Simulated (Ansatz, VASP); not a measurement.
## Two plane-wave programs on BeS

```
Be S
1.0
     0.00000    2.43817    2.43817
     2.43817    0.00000    2.43817
     2.43817    2.43817    0.00000
Be S
1 1
Direct
  0.75000 0.75000 0.75000
  0.00000 0.00000 0.00000
```

Alike in both runs: task single point; functional r2SCAN; k mesh 8 × 8 × 8; occupations gaussian, width 0.02 eV; no spin polarisation.

|  | VASP | Ansatz |
| --- | --- | --- |
| version | VASP 6.6.1 | Ansatz 0.2.0 |
| potentials or method | VASP PAW PBE potentials, release 64 (Be, S), cutoff 660 eV | scalar-relativistic, plane waves, PAW |
| valence electrons in the cell | 8 | 8 |

```tsv
	VASP	Ansatz	Ansatz less VASP
gap on the k mesh at the Fermi level (eV)	3.61	3.60	-0.009
least direct gap on the mesh (eV)	6.27	6.24	-0.028
pressure (GPa)	-0.2	-0.5	-0.29
```

VASP's potentials were made for PBE, not for r2SCAN.
